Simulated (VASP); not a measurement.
Wanted: the native input for a VASP 6.6.1 run.

| Property | Result |
| --- | --- |
| Task | single point |
| Functional | PBEsol |
| Potentials or basis | VASP PAW PBE potentials, release 64 (S, Mg) |
| Cutoff | 520 eV |
| k mesh | 6 × 6 × 4 |
| Occupations | fermi-dirac, width 0.05 eV |
| Spin | no spin polarisation |
| Dipole correction | no |
| Further INCAR settings | ALGO = Normal; EDIFF = 1e-07; NBANDS = 16 |

The structure of MgS lies in POSCAR:

```
MgS
1.0
    4.0346224068      0.0000000000      0.0000000000
   -2.0173112034      3.4940854990      0.0000000000
    0.0000000000      0.0000000000      6.4322941800
S Mg
2 2
Direct
    0.6666666667      0.3333333333      0.8785443719
    0.3333333333      0.6666666667      0.3785443719
    0.3333333333      0.6666666667      0.9964546281
    0.6666666667      0.3333333333      0.4964546281
```

These files were run (other wordings do the same):

INCAR

```
SYSTEM = MgS
  ALGO = Normal
  EDIFF = 1E-7
  ENCUT = 520
  GGA = PS
  ISIF = 2
  ISMEAR = -1
  LASPH = .TRUE.
  LCHARG = .FALSE.
  LREAL = .FALSE.
  LWAVE = .FALSE.
  NBANDS = 16
  NELM = 100
  PREC = Accurate
  SIGMA = 0.05
```

KPOINTS

```
k-points
0
G
  6 6 4
  0 0 0
```

Potentials or basis: VASP PAW PBE potentials, release 64 (S, Mg).

The run is started by

```sh
$ cat potpaw_PBE.64/S/POTCAR potpaw_PBE.64/Mg/POTCAR > POTCAR
$ mpirun -np 1 vasp_std > vasp.out
```

It gave:

| Item | Value |
| --- | --- |
| Pressure | -0.4 GPa |
| Band gap on the k mesh | 3.28 eV |

Caveat: the PAW data sets were made with another functional, which shifts forces and pressure a little.

Run time: 19 s on 1 thread of Intel(R) Xeon(R) Platinum 8488C (Sapphire Rapids), on a shared host, peak memory 0.19 GiB.
